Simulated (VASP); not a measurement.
Set up this calculation in VASP 6.6.1, as the native input.

```yaml
Task: single point
Functional: r2SCAN
Potentials_or_basis: VASP PAW PBE potentials, release 64 (Zn)
Cutoff: 520 eV
k_mesh: 14 × 14 × 7
Occupations: methfessel-paxton, width 1 eV
Spin: no spin polarisation
Dipole_correction: no
Further_INCAR_settings: ALGO = Normal; EDIFF = 1e-06; NBANDS = 19
```

The system is Zn.

```
CELL_PARAMETERS angstrom
2.61873 0.00000 0.00000
-1.30936 2.26788 0.00000
0.00000 0.00000 4.83890
ATOMIC_POSITIONS crystal
Zn 0.33333 0.66667 0.25000
Zn 0.66667 0.33333 0.75000
```

One way to write it, as run:

POSCAR

```
Zn
1.0
    2.6187264646      0.0000000000      0.0000000000
   -1.3093632323      2.2678836439      0.0000000000
    0.0000000000      0.0000000000      4.8388970683
Zn
2
Direct
    0.3333333333      0.6666666667      0.2500000000
    0.6666666667      0.3333333333      0.7500000000
```

INCAR.step1

```
ALGO = Normal
EDIFF = 1E-4
ENCUT = 520
GGA = PE
ISMEAR = 1
LASPH = T
LCHARG = F
LREAL = F
LWAVE = T
NBANDS = 19
NELM = 60
PREC = Accurate
SIGMA = 1.0
```

INCAR.step2

```
ALGO = Normal
EDIFF = 1E-6
ENCUT = 520
ISIF = 2
ISMEAR = 1
ISTART = 1
LASPH = T
LCHARG = F
LMIXTAU = T
LREAL = F
LWAVE = F
METAGGA = R2SCAN
NBANDS = 19
NELM = 60
PREC = Accurate
SIGMA = 1.0
```

KPOINTS

```
k-points
0
Gamma
  14 14 7
```

Potentials or basis: VASP PAW PBE potentials, release 64 (Zn).

The run is started by

```console
$ cat potpaw_PBE.64/Zn/POTCAR > POTCAR
$ cp INCAR.step1 INCAR
$ mpirun -np 1 vasp_std > vasp.out
$ cp INCAR.step2 INCAR
$ mpirun -np 1 vasp_std > vasp.out
```

Results of the run:

The pressure is 0.4 GPa and the band gap on the k mesh is zero (bands 12 and 13 overlap by 4.50 eV).

Caveat: so wide a smearing shifts energies and pressures; the PAW data sets were made with another functional, which shifts forces and pressure a little.

Wall time 2.6 min on 1 thread of Intel(R) Xeon(R) Platinum 8375C CPU @ 2.90GHz (Ice Lake), with other jobs on the host, peak memory 0.17 GiB.
